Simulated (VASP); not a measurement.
# TaAs (I4_1md) in VASP: single point with PBEsol

Aim: the single point of TaAs with PBEsol.

Everything below comes from runs of VASP 6.6.1. Logs are shortened: lines on timing, memory, paths and dates and some standing lists are left out, and cuts for length are marked.

### Step 1. The cell of the first run

Symmetry: I4_1md, No. 109, tetragonal system. The conventional cell has a = 3.429 Å, b = 3.429 Å, c = 11.582 Å, α = 90.00°, β = 90.00°, γ = 90.00°. Ta (site symmetry 2mm) has 6 As at 2.59 to 2.60 Å and 4 Ta at 3.37 Å within 3.4 Å. As (site symmetry 2mm) has 6 Ta at 2.59 to 2.60 Å and 4 As at 3.37 Å within 3.4 Å.

### Step 2. Single point, PBEsol

INCAR

```
SYSTEM = TaAs
ALGO = Normal
EDIFF = 1E-6
ENCUT = 520
GGA = PS
ISIF = 2
ISMEAR = 0
LASPH = .True.
LCHARG = .False.
LREAL = .False.
LWAVE = .False.
NBANDS = 24
NELM = 100
PREC = Accurate
SIGMA = 0.1
```

KPOINTS

```
k-points
0
Gamma
  18 18 18
  0 0 0
```

POSCAR

```
TaAs
1.0
   -1.7143502425      1.7143502425      5.7911321836
    1.7143502425     -1.7143502425      5.7911321836
    1.7143502425      1.7143502425     -5.7911321836
Ta As
2 2
Direct
    0.5003132537      1.0003132537      0.5000000000
    0.7503132537      0.7503132537      0.0000000000
    0.0822861663      0.5822861663      0.5000000000
    0.3322861663      0.3322861663      0.0000000000
```

Potentials or basis: VASP PAW PBE potentials, release 64 (Ta_pv, As).

Started as:

```console
cat potpaw_PBE.64/Ta_pv/POTCAR potpaw_PBE.64/As/POTCAR > POTCAR
mpirun -np 1 vasp_std > vasp.out
```

OUTCAR:

```text
SYSTEM = TaAs
   EDIFF = 1E-6
   ENCUT = 520
   GGA = PS
   ISIF = 2
   ISMEAR = 0
   LASPH = .True.
   LREAL = .False.
   NELM = 100
   PREC = Accurate

 ion  position               nearest neighbor table
   1  0.500  0.000  0.500-   4 2.59   4 2.59   3 2.60   3 2.60   3 2.60   3 2.60   2 3.37   2 3.37
                             2 3.37   2 3.37
   2  0.750  0.750  0.000-   3 2.59   3 2.59   4 2.60   4 2.60   4 2.60   4 2.60   1 3.37   1 3.37
                             1 3.37   1 3.37
   3  0.082  0.582  0.500-   2 2.59   2 2.59   1 2.60   1 2.60   1 2.60   1 2.60
   4  0.332  0.332  0.000-   1 2.59   1 2.59   2 2.60   2 2.60   2 2.60   2 2.60

  LATTYP: Found a body centered tetragonal cell.
 ALAT       =     3.4287004850
 C/A-ratio  =     3.3780332863

  Lattice vectors:

 A1 = (  -1.7143502425,   1.7143502425,   5.7911321836)
 A2 = (   1.7143502425,  -1.7143502425,   5.7911321836)
 A3 = (   1.7143502425,   1.7143502425,  -5.7911321836)

Analysis of symmetry for initial positions (statically):
=====================================================================
 Subroutine PRICEL returns:
 Original cell was already a primitive cell.

 Routine SETGRP: Setting up the symmetry group for a
 body centered tetragonal supercell.

 Subroutine GETGRP returns: Found  8 space group operations
 (whereof  4 operations were pure point group operations)
 out of a pool of 16 trial point group operations.

The static configuration has the point symmetry C_2v.
 The point group associated with its full space group is C_4v.

Analysis of symmetry for dynamics (positions and initial velocities):
=====================================================================
 Subroutine PRICEL returns:
 Original cell was already a primitive cell.

 Routine SETGRP: Setting up the symmetry group for a
 body centered tetragonal supercell.

 Subroutine GETGRP returns: Found  8 space group operations
 (whereof  4 operations were pure point group operations)
 out of a pool of 16 trial point group operations.

The dynamic configuration has the point symmetry C_2v.
 The point group associated with its full space group is C_4v.

 Subroutine INISYM returns: Found  8 space group operations
 (whereof  4 operations are pure point group operations),
 and found     1 'primitive' translations

----------------------------------------------------------------------------------------

                                     Primitive cell

  volume of cell :      68.0805

  direct lattice vectors                    reciprocal lattice vectors
    -1.714350242  1.714350242  5.791132184     0.000000000  0.291655688  0.086338903
     1.714350242 -1.714350242  5.791132184     0.291655688  0.000000000  0.086338903
     1.714350242  1.714350242 -5.791132184     0.291655688  0.291655688  0.000000000

  length of vectors
     6.278153031  6.278153031  6.278153031     0.304166807  0.304166807  0.412463430

  position of ions in fractional coordinates (direct lattice)
     0.500313254  0.000313254  0.500000000
     0.750313254  0.750313254  0.000000000
     0.082286166  0.582286166  0.500000000
     0.332286166  0.332286166  0.000000000

  ion indices of the primitive-cell ions
   primitive index   ion index
                 1           1
                 2           2
                 3           3
                 4           4

----------------------------------------------------------------------------------------

 KPOINTS: k-points

Automatic generation of k-mesh.
 Grid dimensions read from file:
 generate k-points for:   18   18   18

 Generating k-lattice:

  Cartesian coordinates                     Fractional coordinates (reciprocal lattice)
     0.000000000  0.016203094  0.004796606     0.055555556  0.000000000  0.000000000
     0.016203094  0.000000000  0.004796606     0.000000000  0.055555556  0.000000000
     0.016203094  0.016203094  0.000000000     0.000000000  0.000000000  0.055555556

  Length of vectors
     0.016898156  0.016898156  0.022914635

  Shift w.r.t. Gamma in fractional coordinates (k-lattice)
     0.000000000  0.000000000  0.000000000

 Subroutine IBZKPT returns following result:
 ===========================================

 Found    480 irreducible k-points:

 Following reciprocal coordinates:
            Coordinates               Weight
  0.000000  0.000000  0.000000      1.000000
  0.055556 -0.000000  0.000000      8.000000
  0.111111 -0.000000  0.000000      8.000000
  0.166667 -0.000000  0.000000      8.000000
  0.222222 -0.000000  0.000000      8.000000
  0.277778 -0.000000  0.000000      8.000000
[... 16 lines left out ...]
 -0.277778  0.055556  0.000000     16.000000
 -0.222222  0.055556 -0.000000     16.000000
 [... further k-points ...]
   k-points           NKPTS =    480   k-points in BZ     NKDIM =    480   number of bands    NBANDS=     24
   number of dos      NEDOS =    301   number of ions     NIONS =      4
   total plane-waves  NPLWV = 110592
   dimension x,y,z NGX =    48 NGY =   48 NGZ =   48
   dimension x,y,z NGXF=    96 NGYF=   96 NGZF=   96
   ions per type =               2   2
   NGX,Y,Z   is equivalent  to a cutoff of  12.71, 12.71, 12.71 a.u.
   NGXF,Y,Z  is equivalent  to a cutoff of  25.42, 25.42, 25.42 a.u.
 SYSTEM =  TaAs
   PREC   = accura    normal or accurate (medium, high low for compatibility)
   ISTART =      0    job   : 0-new  1-cont  2-samecut
   ICHARG =      2    charge: 1-file 2-atom 10-const
   ISPIN  =      1    spin polarized calculation?
   LNONCOLLINEAR =      F non collinear calculations
   LSORBIT =      F    spin-orbit coupling
   LASPH  =      T    aspherical Exc in radial PAW
   ENCUT  =  520.0 eV  38.22 Ry    6.18 a.u.  11.67 11.67 11.67*2*pi/ulx,y,z
   NELM   =    100;   NELMIN=  2; NELMDL= -5     # of ELM steps
   EDIFF  = 0.1E-05   stopping-criterion for ELM
   LREAL  =      F    real-space projection
   EDIFFG = 0.1E-04   stopping-criterion for IOM
   NSW    =      0    number of steps for IOM
   IBRION =     -1    ionic relax: 0-MD 1-quasi-New 2-CG
   NFREE  =      0    steps in history (QN), initial steepest desc. (CG)
   ISIF   =      2    stress and relaxation
   ISYM   =      2    0-nonsym 1-usesym 2-fastsym
   POTIM  = 0.5000    time-step for ionic-motion
   TEBEG  =    0.0;   TEEND  =   0.0 temperature during run
   PSTRESS=    0.0 pullay stress
   NELECT =      32.0000    total number of electrons
   NUPDOWN=      -1.0000    fix difference up-down
   EMIN   =  10.00;   EMAX   =-10.00  energy-range for DOS
   EFERMI =   0.00;   METHOD = LEGACY
   ISMEAR =     0;   SIGMA  =   0.10  broadening in eV -4-tet -1-fermi 0-gaus
   EFERMI_NEDOS =   21; number of points for ismear=-14 and -15
   IALGO  =     38    algorithm
   IMIX   =      4    mixing-type and parameters
     AMIX     =   0.40;   BMIX     =  1.00
     AMIX_MAG =   1.60;   BMIX_MAG =  1.00
  volume/ion in A,a.u.               =      17.02       114.86
  Fermi-wavevector in a.u.,A,eV,Ry     =   1.272870  2.405375 22.044124  1.620197
  Thomas-Fermi vector in A             =   2.405724
   LORBIT       =      0    0 simple, 1 ext, 2 COOP (PROOUT), +10 PAW based schemes
   GGA     = PS    functional components
   LHFCALC =     F    Hartree Fock is set to
   AEXX    =    0.0000 exact exchange contribution
   IVDW    =     0    specifies the selected vdW correction
   LEPSILON=     F    determine dielectric tensor
   LRPA    =     F    only Hartree local field effects (RPA)
 non-spin polarized calculation
 Gauss-broadening in eV      SIGMA  =   0.10
  energy-cutoff  :      520.00
  volume of cell :       68.08
 maximum number of plane-waves:      1850
   NGX = 23   NGY = 23   NGZ = 23

 number of electron      32.0000001 magnetization

 Free energy of the ion-electron system (eV)
  ---------------------------------------------------
  ext. energy  EPLUGINS =         0.00000000
  ---------------------------------------------------
  free energy    TOTEN  =       -37.73087260 eV

  energy without entropy =      -37.72920480  energy(sigma->0) =      -37.73003870

 E-fermi :   7.0234     XC(G=0): -12.1195

 val. band max:        7.0206895478   @ k =  -0.3333   0.4444   0.3333
 cond. band min:       7.0236147895   @ k =  -0.1111  -0.4444   0.1111
 fundamental gap:      0.0029252417
 Fermi energy:         7.0233619170

 k-point     1 :       0.0000    0.0000    0.0000
  band No.  band energies     occupation
      1     -27.8553      2.00000
      2     -27.8050      2.00000
      3     -27.8050      2.00000
      4     -27.6476      2.00000
      5     -27.6476      2.00000
      6     -27.5874      2.00000
[... 16 lines left out ...]
     23      11.2167      0.00000
     24      11.2170      0.00000

 k-point     2 :       0.0556   -0.0000    0.0000
  band No.  band energies     occupation
      1     -27.8539      2.00000
      2     -27.8097      2.00000
      3     -27.8045      2.00000
      4     -27.6528      2.00000
      5     -27.6470      2.00000
      6     -27.5879      2.00000
[... 16 lines left out ...]
     23      10.9061      0.00000
     24      11.3741      0.00000

 k-point     3 :       0.1111   -0.0000    0.0000
  band No.  band energies     occupation
      1     -27.8517      2.00000
      2     -27.8215      2.00000
      3     -27.8031      2.00000
      4     -27.6672      2.00000
      5     -27.6453      2.00000
      6     -27.5897      2.00000
[... 16 lines left out ...]
     23      11.0238      0.00000
     24      11.7893      0.00000
[... 514 lines left out ...]
 k-point    23 :      -0.2778    0.0556    0.0000
  band No.  band energies     occupation
      1     -27.9157      2.00000
      2     -27.8119      2.00000
      3     -27.7979      2.00000
      4     -27.7375      2.00000
      5     -27.6412      2.00000
      6     -27.6020      2.00000
[... 16 lines left out ...]
     23      11.9636      0.00000
     24      13.0616      0.00000

 k-point    24 :      -0.2222    0.0556   -0.0000
  band No.  band energies     occupation
      1     -27.8860      2.00000
      2     -27.8211      2.00000
      3     -27.8017      2.00000
      4     -27.7132      2.00000
      5     -27.6446      2.00000
      6     -27.5955      2.00000
[... 16 lines left out ...]
     23      11.8446      0.00000
     24      12.5846      0.00000

 [... further k-points ...]
[... 5 lines left out ...]
  --------------------------------------------------------------------------------------
  -------------------------------------------------------------------------------------
  Total        0.3060272      0.3060272      0.2407687      0.0000000      0.0000000      0.0000000
  in kB        7.2019148      7.2019148      5.6661502      0.0000000      0.0000000      0.0000000
  external PRESSURE =       6.6899933 kB  Pullay stress =       0.0000000 kB

 VOLUME and BASIS-vectors are now :
 -----------------------------------------------------------------------------
  energy-cutoff  :      520.00
  volume of cell :       68.08
      direct lattice vectors                 reciprocal lattice vectors
    -1.714350242  1.714350242  5.791132184     0.000000000  0.291655688  0.086338903
     1.714350242 -1.714350242  5.791132184     0.291655688  0.000000000  0.086338903
     1.714350242  1.714350242 -5.791132184     0.291655688  0.291655688  0.000000000

 POSITION                                       TOTAL-FORCE (eV/Angst)
 -----------------------------------------------------------------------------------
      0.00000      1.71435      0.00363         0.000000     -0.000000      0.000857
      0.00000      0.00000      8.69033        -0.000000      0.000000      0.000857
      1.71435      0.00000      0.95306        -0.000000      0.000000     -0.000857
      0.00000      0.00000      3.84863         0.000000     -0.000000     -0.000857
 -----------------------------------------------------------------------------------
    total drift:                                0.000000      0.000000      0.000236

  FREE ENERGIE OF THE ION-ELECTRON SYSTEM (eV)
  ---------------------------------------------------
  free  energy   TOTEN  =       -37.7308726039 eV

  energy  without entropy=      -37.7292048040  energy(sigma->0) =      -37.73003870
```

Run time: 31 min. Hardware: 1 thread of Intel Xeon Platinum 8488C (Sapphire Rapids), shared host; peak memory 0.89 GiB.

What came out:

* Free energy: -37.7309 eV
* Pressure: 0.7 GPa
* Band gap on the k mesh: zero (band 16 reaches 7.05 eV, above the bottom of band 17 at 7.01 eV)

Stress tensor (GPa, compression positive):
```
0.72 0.00 0.00
0.00 0.72 0.00
0.00 0.00 0.57
```

Levels at points of the mesh, in eV from the Fermi level:
| k point | band 12 | band 13 | band 14 | band 15 | band 16 | band 17 | band 18 | band 19 | band 20 | band 21 |
| --- | --- | --- | --- | --- | --- | --- | --- | --- | --- | --- |
| (0.00, 0.00, 0.00) | -2.51 | -2.41 | -1.96 | -1.64 | -1.64 | 0.90 | 1.61 | 2.43 | 3.17 | 3.17 |
| (0.50, 0.00, 0.00) | -3.51 | -2.49 | -2.31 | -1.59 | -0.21 | 0.12 | 1.42 | 2.34 | 2.51 | 3.12 |
| (0.50, 0.50, 0.00) | -5.16 | -3.20 | -3.20 | -1.14 | -1.14 | 2.86 | 2.86 | 3.17 | 3.17 | 3.97 |
| (0.50, 0.50, 0.50) | -2.93 | -2.89 | -2.89 | -0.92 | -0.92 | 1.24 | 1.24 | 2.39 | 2.39 | 3.25 |

Caveat: the PAW data sets were made with another functional, which shifts forces and pressure a little; spin-orbit coupling is left out, which moves the levels of the heavy elements.
